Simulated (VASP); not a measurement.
Set up this calculation in VASP 6.6.1, as the native input.

| Item | Value |
| --- | --- |
| Task | single point |
| Functional | PBE |
| Potentials or basis | VASP PAW PBE potentials, release 64 (Pb_d, S) |
| Cutoff | 400 eV |
| k mesh | 6 × 6 × 6 |
| Occupations | gaussian, width 0.03 eV |
| Spin | non-collinear spin, zero start, spin-orbit coupling |
| Starting moments | [[0.0, 0.0, 0.0], [0.0, 0.0, 0.0], [0.0, 0.0, 0.0], [0.0, 0.0, 0.0]] μB |
| Tolerance level | tight |
| Purpose | restart |
| Start | from scratch |
| Further INCAR settings | ALGO = Normal; EDIFF = 1e-06 |

The structure of PbS lies in POSCAR:

```
PbS
1.0
    2.0799526950     -5.9912968650      0.0000000000
    2.0799526950      5.9912968650      0.0000000000
    0.0000000000      0.0000000000      4.2793209400
Pb S
2 2
Direct
    0.1305633500      0.8694366500      0.2500000000
    0.8694366500      0.1305633500      0.7500000000
    0.3547970900      0.6452029100      0.2500000000
    0.6452029100      0.3547970900      0.7500000000
```

These files were run (other wordings do the same):

INCAR

```
SYSTEM = PbS
GGA = PE ; LSORBIT = .True.
MAGMOM = 0 0 0 0 0 0 0 0 0 0 0 0 ; LORBIT = 11
ISMEAR = 0 ; SIGMA = 0.03
LWAVE = .False. ; LCHARG = .False.
ISIF = 2 ; PREC = Accurate
LASPH = .True. ; LREAL = .False.
ALGO = Normal ; EDIFF = 1E-6
NELM = 200 ; GGA_COMPAT = .False.
ENCUT = 400 ; EFERMI = MIDGAP
```

KPOINTS

```
k-points
0
Gamma
  6 6 6
```

Potentials or basis: VASP PAW PBE potentials, release 64 (Pb_d, S).

Launch:

```console
$ cat potpaw_PBE.64/Pb_d/POTCAR potpaw_PBE.64/S/POTCAR > POTCAR
$ mpirun -np 1 vasp_ncl > vasp.out
```

Results of the run:

```yaml
Pressure: 0.9 GPa
Largest_force: 0.055 eV/Å
Net_moment: 0.00 μB per cell
Valence_electrons_inside_the_program's_atomic_spheres: Pb 11.86; S 3.68
```

Wall time 9.5 min on 1 thread of AMD EPYC 7R43 64-Core Processor (Zen 3), with other jobs on the host, peak memory 0.5 GiB.
